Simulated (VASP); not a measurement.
Input of a VASP 6.6.1 run:

Contents of INCAR:

```
SYSTEM = CuI
PREC     = Accurate       ! precision mode
ENCUT    = 600            ! plane-wave cutoff, eV
EDIFF    = 1E-6           ! SCF threshold, eV
ISMEAR   = 0              ! smearing method
SIGMA    = 0.01           ! smearing width, eV
LREAL    = .False.        ! projectors in reciprocal space
LASPH    = .True.         ! aspherical terms in the spheres
NELM     = 120            ! most SCF steps
ALGO     = Normal         ! electronic algorithm
ISIF     = 2              ! what is computed and relaxed
LWAVE    = .False.        ! write WAVECAR
LCHARG   = .False.        ! write CHGCAR
GGA      = PE             ! functional
NBANDS   = 16             ! bands
GGA_COMPAT= .False.
```

The input KPOINTS:

```
Automatic mesh
0
Gamma
  6 6 6
  0 0 0
```

POSCAR

```
CuI
1.0
    0.0000000000      3.0990616540      3.0990616540
    3.0990616540      0.0000000000      3.0990616540
    3.0990616540      3.0990616540      0.0000000000
Cu I
1 1
Direct
    0.2500000000      0.2500000000      0.2500000000
    0.0000000000      0.0000000000      0.0000000000
```

Potentials or basis: VASP PAW PBE potentials, release 64 (Cu, I).

The run is started by

```sh
$ cat potpaw_PBE.64/Cu/POTCAR potpaw_PBE.64/I/POTCAR > POTCAR
$ mpirun -np 1 vasp_std > vasp.out
```

Q: What does it give for the band gap on the k mesh?

A: 0.98 eV.

Q: What does it give for the pressure?

A: -1.7 GPa.

Caveat: spin-orbit coupling is left out, which moves the levels of the heavy elements.
